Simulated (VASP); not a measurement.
Input of a VASP 6.6.1 run:

File INCAR:

```
SYSTEM = BN
PREC = Accurate
ENCUT = 520
EDIFF = 1E-6
ISMEAR = -1
SIGMA = 0.05
LREAL = .False.
LASPH = .True.
NELM = 80
ALGO = Normal
ISIF = 2
LWAVE = .False.
LCHARG = .False.
GGA = PE
NBANDS = 11
```

Contents of KPOINTS:

```
regular mesh
0
Gamma
  16 16 16
  0 0 0
```

The input POSCAR:

```
BN
1.0
    0.0000000000      1.7517369374      1.7517369374
    1.7517369374      0.0000000000      1.7517369374
    1.7517369374      1.7517369374      0.0000000000
B N
1 1
Direct
    0.0000000000      0.0000000000      0.0000000000
    0.5000000000      0.5000000000      0.5000000000
```

Potentials or basis: VASP PAW PBE potentials, release 64 (B, N).

Launch:

```sh
$ cat potpaw_PBE.64/B/POTCAR potpaw_PBE.64/N/POTCAR > POTCAR
$ mpirun -np 1 vasp_std > vasp.out
```

(1) Predict the band gap on the k mesh.

(2) Predict the pressure.

## Answers

(1) 1.18 eV, indirect (least direct gap 5.82 eV).

(2) -0.1 GPa.
